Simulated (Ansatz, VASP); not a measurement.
**Ta2Bi2O: VASP beside Ansatz**

```xyz
5
Lattice="4.2615 0.0000 0.0000 -2.1307 3.6905 0.0000 0.0000 0.0000 7.5537" Properties=species:S:1:pos:R:3 pbc="T T T"
Ta    0.0000    2.4604    2.7201
Ta    0.0000    2.4604    4.8336
Bi    2.1307    1.2302    0.0000
Bi    0.0000    0.0000    3.7769
O     2.1307    1.2302    3.7769
```

Alike in both runs: task single point; functional PBE; k mesh 6 × 6 × 2; occupations gaussian, width 0.1 eV; no spin polarisation.

```csv
,VASP,Ansatz
version,VASP 6.6.1,Ansatz 0.2.0
potentials or method,"VASP PAW PBE potentials, release 64 (Ta_pv, Bi_d, O), cutoff 520 eV","scalar-relativistic, plane waves, PAW"
valence electrons in the cell,58,62
```

VASP gave:

| Quantity | Value |
| --- | --- |
| gap on the k mesh at the Fermi level (eV) | none |
| pressure (GPa) | 20.3 |
| traceless stress, the component that is largest in VASP (GPa) | 5.20 |
| rms of the force components (eV/Å) | 4.011 |

Q: Which values does Ansatz return?

A: gap on the k mesh at the Fermi level (eV): none; pressure (GPa): 20.0; traceless stress, the component that is largest in VASP (GPa): 4.68; rms of the force components (eV/Å): 3.897.

Atom by atom the forces differ by 0.114 eV/Å (rms over components). A gap of «none» marks a metal or a gap that the smearing closes. The functional is the same, so the differences come from potentials, cutoffs and numerics. VASP's potentials hold 58 valence electrons a cell and Ansatz's 62, so a difference there can come from the potentials and not from the codes.

The k mesh is coarse, so the values compare programs but aren't converged. Spin-orbit coupling is off throughout.
